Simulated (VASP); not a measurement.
Wanted: the native input for a VASP 6.6.1 run.

```yaml
Task: single point
Functional: PBEsol
Potentials_or_basis: VASP PAW PBE potentials, release 64 (Sn_d)
Cutoff: 520 eV
k_mesh: 12 × 12 × 12
Occupations: gaussian, width 0.1 eV
Spin: no spin polarisation
Dipole_correction: no
Further_INCAR_settings: ALGO = Normal; EDIFF = 1e-06; NBANDS = 21
```

The structure of Sn lies in POSCAR:

```
Sn
1.0
    0.0000000000      3.1981817840      3.1981817840
    3.1981817840      0.0000000000      3.1981817840
    3.1981817840      3.1981817840      0.0000000000
Sn
2
Direct
    0.5000000000      0.5000000000      0.5000000000
    0.7500000000      0.7500000000      0.7500000000
```

This cell differs from its parent crystal: strained.

These files were run (other wordings do the same):

INCAR

```
ALGO     = Normal         # electronic algorithm
EDIFF    = 1E-6           # SCF threshold, eV
ENCUT    = 520            # plane-wave cutoff, eV
GGA      = PS             # functional
ISIF     = 2              # what is computed and relaxed
ISMEAR   = 0              # smearing method
LASPH    = T              # aspherical terms in the spheres
LCHARG   = F              # write CHGCAR
LREAL    = F              # projectors in reciprocal space
LWAVE    = F              # write WAVECAR
NBANDS   = 21             # bands
NELM     = 60             # most SCF steps
PREC     = Accurate       # precision mode
SIGMA    = 0.1            # smearing width, eV
```

KPOINTS

```
k-points
0
Gamma
  12 12 12
```

Potentials or basis: VASP PAW PBE potentials, release 64 (Sn_d).

Command:

```console
$ cat potpaw_PBE.64/Sn_d/POTCAR > POTCAR
$ mpirun -np 1 vasp_std > vasp.out
```

Results of the run:

```
Pressure               : 3.2 GPa
Band gap on the k mesh : zero (band 14 reaches 6.05 eV, above the bottom of band 15 at 5.98 eV)
```

Caveat: the cell differs from its parent crystal (strained); the PAW data sets were made with another functional, which shifts forces and pressure a little; spin-orbit coupling is left out, which moves the levels of the heavy elements.

Run time: 69 s on 1 thread of Intel(R) Xeon(R) Platinum 8488C (Sapphire Rapids) (shared host), peak memory 0.24 GiB.
